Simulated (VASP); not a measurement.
# WS2 (R3m) in VASP: a series of runs

WS2 is run at these levels: PBEsol; tasks: single point.

All numbers are computed with VASP 6.6.1; they aren't measurements. Logs are shortened: lines on timing, memory, paths and dates and some standing lists are left out, and cuts for length are marked.

## (1) The cell of the first run

It takes space group R3m (No. 160, trigonal). The conventional cell has a = 3.200 Å, b = 3.200 Å, c = 18.733 Å, α = 90.00°, β = 90.00°, γ = 120.00°. W (site symmetry 3m) has 6 S at 2.42 to 2.45 Å and 6 W at 3.20 Å within 3.2 Å. Within 3.2 Å of S (site symmetry 3m) lie 3 W at 2.42 Å and 7 S at 3.17 to 3.20 Å. S (site symmetry 3m) has 3 W at 2.45 Å and 7 S at 3.17 to 3.20 Å within 3.2 Å.

## (2) Single point, PBEsol (18.45 Å³/atom)

File INCAR:

```
  PREC = Accurate
  ENCUT = 520
  EDIFF = 1E-7
  ISMEAR = -1
  SIGMA = 0.03
  LREAL = F
  LASPH = T
  NELM = 60
  ALGO = Normal
  ISIF = 2
  LWAVE = F
  LCHARG = F
  GGA = PS
  NBANDS = 20
```

File KPOINTS:

```
regular mesh
0
Gamma
  15 15 15
```

File POSCAR:

```
WS2
1.0
    1.5997790880      0.9236328871      6.2444357484
   -1.5997790880      0.9236328871      6.2444357484
    0.0000000000     -1.8472657741      6.2444357484
W S
1 2
Direct
    0.0000000000      0.0000000000      0.0000000000
    0.7503000000      0.7503000000      0.7503000000
    0.5810000000      0.5810000000      0.5810000000
```

Potentials or basis: VASP PAW PBE potentials, release 64 (W_sv, S).

Started as:

```console
> cat potpaw_PBE.64/W_sv/POTCAR potpaw_PBE.64/S/POTCAR > POTCAR
> mpirun -np 1 vasp_std > vasp.out
```

OUTCAR:

```text
PREC = Accurate
   ENCUT = 520
   EDIFF = 1E-7
   ISMEAR = -1
   LREAL = F
   LASPH = T
   NELM = 60
   ISIF = 2
   GGA = PS

 ion  position               nearest neighbor table
   1  0.000  0.000  0.000-   2 2.42   2 2.42   2 2.42   3 2.45   3 2.45   3 2.45
   2  0.750  0.750  0.750-   1 2.42   1 2.42   1 2.42
   3  0.581  0.581  0.581-   1 2.45   1 2.45   1 2.45

  LATTYP: Found a trigonal (rhomboedric) cell.
 ALAT       =     6.5119404678
 COS(alpha) =     0.8792939096

  Lattice vectors:

 A1 = (   1.5997790880,   0.9236328871,   6.2444357484)
 A2 = (  -1.5997790880,   0.9236328871,   6.2444357484)
 A3 = (   0.0000000000,  -1.8472657741,   6.2444357484)

Analysis of symmetry for initial positions (statically):
=====================================================================
 Subroutine PRICEL returns:
 Original cell was already a primitive cell.

 Routine SETGRP: Setting up the symmetry group for a
 trigonal (rhombohedral) supercell.

 Subroutine GETGRP returns: Found  6 space group operations
 (whereof  6 operations were pure point group operations)
 out of a pool of 12 trial point group operations.

The static configuration has the point symmetry C_3v.

Analysis of symmetry for dynamics (positions and initial velocities):
=====================================================================
 Subroutine PRICEL returns:
 Original cell was already a primitive cell.

 Routine SETGRP: Setting up the symmetry group for a
 trigonal (rhombohedral) supercell.

 Subroutine GETGRP returns: Found  6 space group operations
 (whereof  6 operations were pure point group operations)
 out of a pool of 12 trial point group operations.

The dynamic configuration has the point symmetry C_3v.

 Subroutine INISYM returns: Found  6 space group operations
 (whereof  6 operations are pure point group operations),
 and found     1 'primitive' translations

----------------------------------------------------------------------------------------

                                     Primitive cell

  volume of cell :      55.3610

  direct lattice vectors                    reciprocal lattice vectors
     1.599779088  0.923632887  6.244435748     0.312543153  0.180446873  0.053380857
    -1.599779088  0.923632887  6.244435748    -0.312543153  0.180446873  0.053380857
     0.000000000 -1.847265774  6.244435748     0.000000000 -0.360893747  0.053380857

  length of vectors
     6.511940468  6.511940468  6.511940468     0.364820247  0.364820247  0.364820247

  position of ions in fractional coordinates (direct lattice)
     0.000000000  0.000000000  0.000000000
     0.750300000  0.750300000  0.750300000
     0.581000000  0.581000000  0.581000000

  ion indices of the primitive-cell ions
   primitive index   ion index
                 1           1
                 2           2
                 3           3

----------------------------------------------------------------------------------------

 KPOINTS: regular mesh

Automatic generation of k-mesh.
 Grid dimensions read from file:
 generate k-points for:   15   15   15

 Generating k-lattice:

  Cartesian coordinates                     Fractional coordinates (reciprocal lattice)
     0.020836210  0.012029792  0.003558724     0.066666667  0.000000000  0.000000000
    -0.020836210  0.012029792  0.003558724     0.000000000  0.066666667  0.000000000
     0.000000000 -0.024059583  0.003558724    -0.000000000 -0.000000000  0.066666667

  Length of vectors
     0.024321350  0.024321350  0.024321350

  Shift w.r.t. Gamma in fractional coordinates (k-lattice)
     0.000000000  0.000000000  0.000000000

 Subroutine IBZKPT returns following result:
 ===========================================

 Found    344 irreducible k-points:

 Following reciprocal coordinates:
            Coordinates               Weight
  0.000000  0.000000  0.000000      1.000000
  0.066667 -0.000000 -0.000000      6.000000
  0.133333 -0.000000  0.000000      6.000000
  0.200000 -0.000000  0.000000      6.000000
  0.266667 -0.000000  0.000000      6.000000
  0.333333  0.000000  0.000000      6.000000
[... 16 lines left out ...]
  0.133333  0.133333  0.000000      6.000000
  0.200000  0.133333  0.000000     12.000000
 [... further k-points ...]
   k-points           NKPTS =    344   k-points in BZ     NKDIM =    344   number of bands    NBANDS=     20
   number of dos      NEDOS =    301   number of ions     NIONS =      3
   total plane-waves  NPLWV = 110592
   dimension x,y,z NGX =    48 NGY =   48 NGZ =   48
   dimension x,y,z NGXF=    96 NGYF=   96 NGZF=   96
   ions per type =               1   2
   NGX,Y,Z   is equivalent  to a cutoff of  12.25, 12.25, 12.25 a.u.
   NGXF,Y,Z  is equivalent  to a cutoff of  24.51, 24.51, 24.51 a.u.
 SYSTEM =  unknown system
   PREC   = accura    normal or accurate (medium, high low for compatibility)
   ISTART =      0    job   : 0-new  1-cont  2-samecut
   ICHARG =      2    charge: 1-file 2-atom 10-const
   ISPIN  =      1    spin polarized calculation?
   LNONCOLLINEAR =      F non collinear calculations
   LSORBIT =      F    spin-orbit coupling
   LASPH  =      T    aspherical Exc in radial PAW
   ENCUT  =  520.0 eV  38.22 Ry    6.18 a.u.  12.11 12.11 12.11*2*pi/ulx,y,z
   NELM   =     60;   NELMIN=  2; NELMDL= -5     # of ELM steps
   EDIFF  = 0.1E-06   stopping-criterion for ELM
   LREAL  =      F    real-space projection
   EDIFFG = 0.1E-05   stopping-criterion for IOM
   NSW    =      0    number of steps for IOM
   IBRION =     -1    ionic relax: 0-MD 1-quasi-New 2-CG
   NFREE  =      0    steps in history (QN), initial steepest desc. (CG)
   ISIF   =      2    stress and relaxation
   ISYM   =      2    0-nonsym 1-usesym 2-fastsym
   POTIM  = 0.5000    time-step for ionic-motion
   TEBEG  =    0.0;   TEEND  =   0.0 temperature during run
   PSTRESS=    0.0 pullay stress
   NELECT =      26.0000    total number of electrons
   NUPDOWN=      -1.0000    fix difference up-down
   EMIN   =  10.00;   EMAX   =-10.00  energy-range for DOS
   EFERMI =   0.00;   METHOD = LEGACY
   ISMEAR =    -1;   SIGMA  =   0.03  broadening in eV -4-tet -1-fermi 0-gaus
   EFERMI_NEDOS =   21; number of points for ismear=-14 and -15
   IALGO  =     38    algorithm
   IMIX   =      4    mixing-type and parameters
     AMIX     =   0.40;   BMIX     =  1.00
     AMIX_MAG =   1.60;   BMIX_MAG =  1.00
  volume/ion in A,a.u.               =      18.45       124.53
  Fermi-wavevector in a.u.,A,eV,Ry     =   1.272520  2.404714 22.032016  1.619307
  Thomas-Fermi vector in A             =   2.405394
   LORBIT       =      0    0 simple, 1 ext, 2 COOP (PROOUT), +10 PAW based schemes
   GGA     = PS    functional components
   LHFCALC =     F    Hartree Fock is set to
   AEXX    =    0.0000 exact exchange contribution
   IVDW    =     0    specifies the selected vdW correction
   LEPSILON=     F    determine dielectric tensor
   LRPA    =     F    only Hartree local field effects (RPA)
 non-spin polarized calculation
  energy-cutoff  :      520.00
  volume of cell :       55.36
 maximum number of plane-waves:      1508
   NGX = 25   NGY = 25   NGZ = 25

 number of electron      26.0000002 magnetization

 Free energy of the ion-electron system (eV)
  ---------------------------------------------------
  ext. energy  EPLUGINS =         0.00000000
  ---------------------------------------------------
  free energy    TOTEN  =       -25.21602799 eV

  energy without entropy =      -25.21602799  energy(sigma->0) =      -25.21602799

 E-fermi :   7.3699     XC(G=0): -10.9229

 val. band max:        6.8701311442   @ k =   0.4667   0.4667   0.4667
 cond. band min:       7.9332599199   @ k =  -0.2000   0.1333  -0.0000
 fundamental gap:      1.0631287758
 Fermi energy:         7.3698512818

 k-point     1 :       0.0000    0.0000    0.0000
  band No.  band energies     occupation
      1     -67.7438      2.00000
      2     -31.9660      2.00000
      3     -31.8202      2.00000
      4     -31.8202      2.00000
      5      -8.4517      2.00000
      6      -6.5875      2.00000
[... 12 lines left out ...]
     19      14.5168      0.00000
     20      15.1949      0.00000

 k-point     2 :       0.0667   -0.0000   -0.0000
  band No.  band energies     occupation
      1     -67.7432      2.00000
      2     -31.9636      2.00000
      3     -31.8340      2.00000
      4     -31.8234      2.00000
      5      -8.3789      2.00000
      6      -6.5650      2.00000
[... 12 lines left out ...]
     19      14.8298      0.00000
     20      15.2613      0.00000

 k-point     3 :       0.1333   -0.0000    0.0000
  band No.  band energies     occupation
      1     -67.7413      2.00000
      2     -31.9567      2.00000
      3     -31.8728      2.00000
      4     -31.8325      2.00000
      5      -8.1672      2.00000
      6      -6.4995      2.00000
[... 12 lines left out ...]
     19      15.2366      0.00000
     20      15.6031      0.00000

 k-point     4 :       0.2000   -0.0000    0.0000
  band No.  band energies     occupation
      1     -67.7385      2.00000
      2     -31.9465      2.00000
      3     -31.9295      2.00000
      4     -31.8459      2.00000
      5      -7.8366      2.00000
      6      -6.3973      2.00000
[... 12 lines left out ...]
     19      15.2212      0.00000
     20      15.7594      0.00000

 k-point     5 :       0.2667   -0.0000    0.0000
  band No.  band energies     occupation
      1     -67.7354      2.00000
      2     -31.9940      2.00000
      3     -31.9347      2.00000
      4     -31.8612      2.00000
      5      -7.4222      2.00000
      6      -6.2706      2.00000
[... 12 lines left out ...]
     19      14.8159      0.00000
     20      15.2067      0.00000
[... 353 lines left out ...]
      6      -6.4280      2.00000
[... 12 lines left out ...]
     19      15.3000      0.00000
     20      15.8794      0.00000

 k-point    22 :      -0.0667    0.0667    0.0000
  band No.  band energies     occupation
      1     -67.7419      2.00000
      2     -31.9589      2.00000
      3     -31.8599      2.00000
      4     -31.8300      2.00000
      5      -8.2391      2.00000
      6      -6.5159      2.00000
[... 12 lines left out ...]
     19      15.2242      0.00000
     20      15.4506      0.00000

 k-point    23 :       0.1333    0.1333    0.0000
  band No.  band energies     occupation
      1     -67.7413      2.00000
      2     -31.9567      2.00000
      3     -31.8728      2.00000
      4     -31.8325      2.00000
      5      -8.1571      2.00000
      6      -6.5192      2.00000
[... 12 lines left out ...]
     19      15.2629      0.00000
     20      15.6063      0.00000

 k-point    24 :       0.2000    0.1333    0.0000
  band No.  band energies     occupation
      1     -67.7396      2.00000
      2     -31.9504      2.00000
      3     -31.9064      2.00000
      4     -31.8425      2.00000
      5      -7.9504      2.00000
      6      -6.4641      2.00000
[... 12 lines left out ...]
     19      15.3016      0.00000
     20      15.7749      0.00000

 [... further k-points ...]

------------------------ aborting loop because EDIFF is reached ----------------------------------------

  FORCE on cell =-STRESS in cart. coord.  units (eV):
  Direction    XX          YY          ZZ          XY          YZ          ZX
  --------------------------------------------------------------------------------------
  -------------------------------------------------------------------------------------
  Total       -2.3145897     -2.3145897     -2.1467563      0.0000000     -0.0000000      0.0000000
  in kB      -66.9854910    -66.9854910    -62.1283009      0.0000000     -0.0000000      0.0000000
  external PRESSURE =     -65.3664277 kB  Pullay stress =       0.0000000 kB

 VOLUME and BASIS-vectors are now :
 -----------------------------------------------------------------------------
  energy-cutoff  :      520.00
  volume of cell :       55.36
      direct lattice vectors                 reciprocal lattice vectors
     1.599779088  0.923632887  6.244435748     0.312543153  0.180446873  0.053380857
    -1.599779088  0.923632887  6.244435748    -0.312543153  0.180446873  0.053380857
     0.000000000 -1.847265774  6.244435748     0.000000000 -0.360893747  0.053380857

 POSITION                                       TOTAL-FORCE (eV/Angst)
 -----------------------------------------------------------------------------------
      0.00000      0.00000      0.00000         0.000000     -0.000000     -0.548085
      0.00000      0.00000     14.05560         0.000000     -0.000000     -0.433409
      0.00000      0.00000     10.88405         0.000000      0.000000      0.981494
 -----------------------------------------------------------------------------------
    total drift:                                0.000000      0.000000     -0.000056

  FREE ENERGIE OF THE ION-ELECTRON SYSTEM (eV)
  ---------------------------------------------------
  free  energy   TOTEN  =       -25.2160279855 eV

  energy  without entropy=      -25.2160279854  energy(sigma->0) =      -25.21602799
```

Wall time 7.3 min (1 thread of Intel Xeon 6975P-C (Granite Rapids), shared host); peak memory 0.57 GiB.

Results:

```
Free energy            : -25.2160 eV
Pressure               : -6.5 GPa
Largest force          : 0.981 eV/Å
Band gap on the k mesh : 1.06 eV (least direct gap 1.80 eV)
```

Forces in eV/Å, atoms in the order of the input:
```
W    0.000  0.000 -0.548
S    0.000  0.000 -0.433
S    0.000  0.000  0.981
```

Caveat: the cell stands under tension; the PAW data sets were made with another functional, which shifts forces and pressure a little; spin-orbit coupling is left out, which moves the levels of the heavy elements; an odd mesh through Γ misses points on the zone boundary, where band edges can lie.

## (3) Single point, PBEsol (equal xx and yy strain of +2 %)

File INCAR:

```
ALGO = Normal
EDIFF = 1E-7
ENCUT = 520
GGA = PS
ISIF = 2
ISMEAR = -1
LASPH = T
LCHARG = T
LELF = T
LREAL = F
LVHAR = T
LWAVE = F
NBANDS = 20
NELM = 80
PREC = Accurate
SIGMA = 0.03
```

File KPOINTS:

```
k-points
0
Gamma
  15 15 15
```

File POSCAR:

```
WS2
1.0
    1.6105803920      0.9298690228      6.1633300000
   -1.6105803920      0.9298690228      6.1633300000
    0.0000000000     -1.8597380457      6.1633300000
W S
1 2
Direct
    0.0000000000      0.0000000000      0.0000000000
    0.7503000000      0.7503000000      0.7503000000
    0.5810000000      0.5810000000      0.5810000000
```

Potentials or basis: VASP PAW PBE potentials, release 64 (W_sv, S).

Started as:

```console
> cat potpaw_PBE.64/W_sv/POTCAR potpaw_PBE.64/S/POTCAR > POTCAR
> mpirun -np 1 vasp_std > vasp.out
```

Wall time 10 min (1 thread of Intel Xeon Platinum 8488C (Sapphire Rapids), shared host); peak memory 0.56 GiB.

The run converged. Its results:

| Item | Value |
| --- | --- |
| Free energy | -25.2052 eV |
| Pressure | -6.4 GPa |
| Largest force | 0.744 eV/Å |
| Band gap on the k mesh | 0.94 eV (least direct gap 1.68 eV) |

Forces in eV/Å, atoms in the order of the input:
```
W    0.000  0.000 -0.548
S    0.000  0.000 -0.197
S    0.000  0.000  0.744
```

Stress tensor (GPa, compression positive):
```
-7.69  0.00  0.00
 0.00 -7.69  0.00
 0.00  0.00 -3.83
```

Levels at points of the mesh, in eV from the valence-band top:
```tsv
k point	band 10	band 11	band 12	band 13	band 14	band 15	band 16	band 17
(0.00, 0.00, 0.00)	-2.41	-2.41	-1.47	-1.08	1.97	1.97	2.34	2.34
```

Caveat: the cell differs from its parent crystal (equal xx and yy strain of +2 %); the cell stands under tension; the PAW data sets were made with another functional, which shifts forces and pressure a little; spin-orbit coupling is left out, which moves the levels of the heavy elements; an odd mesh through Γ misses points on the zone boundary, where band edges can lie.
